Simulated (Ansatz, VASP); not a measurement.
CdHg2Se3: VASP beside Ansatz

Contents of INCAR:

```
SYSTEM = CdHg2Se3
PREC     = Accurate       ! precision mode
ENCUT    = 520            ! plane-wave cutoff, eV
EDIFF    = 1E-7           ! SCF threshold, eV
ISMEAR   = 0              ! smearing method
SIGMA    = 0.1            ! smearing width, eV
LREAL    = .FALSE.        ! projectors in reciprocal space
LASPH    = .TRUE.         ! aspherical terms in the spheres
NELM     = 80             ! most SCF steps
ALGO     = Normal         ! electronic algorithm
ISIF     = 2              ! what is computed and relaxed
LWAVE    = .FALSE.        ! write WAVECAR
LCHARG   = .FALSE.        ! write CHGCAR
GGA      = PE             ! functional
NBANDS   = 66             ! bands
```

KPOINTS

```
Automatic mesh
0
G
  4 2 2
  0 0 0
```

Contents of POSCAR:

```
CdHg2Se3
1.0
    3.6762645000     -2.3664497000      0.0000000000
    3.6762645000      7.0993491000      0.0000000000
   -0.9860705000      0.0000000000     10.0152070000
Cd Hg Se
2 4 6
Direct
    0.6813380000      0.3186620000      0.0000000000
    0.1813380000      0.8186620000      0.0000000000
    0.1371600000      0.1410130000      0.6706310000
    0.6371600000      0.6410130000      0.6706310000
    0.7199005000      0.0019265000      0.3293690000
    0.2199005000      0.5019265000      0.3293690000
    0.7555100000      0.2444900000      0.5000000000
    0.2555100000      0.7444900000      0.5000000000
    0.2138535000      0.2672235000      0.1540750000
    0.7138535000      0.7672235000      0.1540750000
    0.4922380000      0.0266850000      0.8459250000
    0.9922380000      0.5266850000      0.8459250000
```

Input for Ansatz:

```yaml
crystal:
  lattice:
    - [3.6762645, -2.3664497, 0.0]
    - [3.6762645, 7.0993491, 0.0]
    - [-0.9860705, 0.0, 10.015207]
  atoms:
    - { symbol: Cd, position: [0.681338, 0.318662, 0.0] }
    - { symbol: Cd, position: [0.181338, 0.818662, 0.0] }
    - { symbol: Hg, position: [0.13716, 0.141013, 0.670631] }
    - { symbol: Hg, position: [0.63716, 0.641013, 0.670631] }
    - { symbol: Hg, position: [0.7199005, 0.0019265, 0.329369] }
    - { symbol: Hg, position: [0.2199005, 0.5019265, 0.329369] }
    - { symbol: Se, position: [0.75551, 0.24449, 0.5] }
    - { symbol: Se, position: [0.25551, 0.74449, 0.5] }
    - { symbol: Se, position: [0.2138535, 0.2672235, 0.154075] }
    - { symbol: Se, position: [0.7138535, 0.7672235, 0.154075] }
    - { symbol: Se, position: [0.492238, 0.026685, 0.845925] }
    - { symbol: Se, position: [0.992238, 0.526685, 0.845925] }
basis:
  ecutwfc: 420
kpoints:
  mp_grid: { grid: [4, 2, 2] }
hamiltonian:
  xc: pbe
scf:
  occupations: { method: gaussian, width: 0.1 }
  lower_state_search: "off"
output:
  forces: true
  stress: true
  eigenvalues: true
```

Alike in both runs: task single point; functional PBE; k mesh 4 × 2 × 2; occupations gaussian, width 0.1 eV; no spin polarisation.

|  | VASP | Ansatz |
| --- | --- | --- |
| version | VASP 6.6.1 | Ansatz 0.2.0 |
| potentials or method | VASP PAW PBE potentials, release 64 (Cd, Hg, Se), cutoff 520 eV | scalar-relativistic, plane waves, PAW |
| valence electrons in the cell | 108 | 216 |

Ansatz gave:

| Property | Result |
| --- | --- |
| gap on the k mesh at the Fermi level (eV) | 0.96 |
| least direct gap on the mesh (eV) | 0.99 |
| pressure (GPa) | 0.0 |
| traceless stress, the component that is largest in VASP (GPa) | 0.00 |
| rms of the force components (eV/Å) | 0.004 |

Question: Which values does VASP return?

Answer: gap on the k mesh at the Fermi level (eV): 0.95; least direct gap on the mesh (eV): 0.98; pressure (GPa): 0.3; traceless stress, the component that is largest in VASP (GPa): 0.10; rms of the force components (eV/Å): 0.027.

Atom by atom the forces differ by 0.029 eV/Å (rms over components). VASP's potentials hold 108 valence electrons a cell and Ansatz's 216, so a difference there can come from the potentials and not from the codes.

Spin-orbit coupling is off throughout.
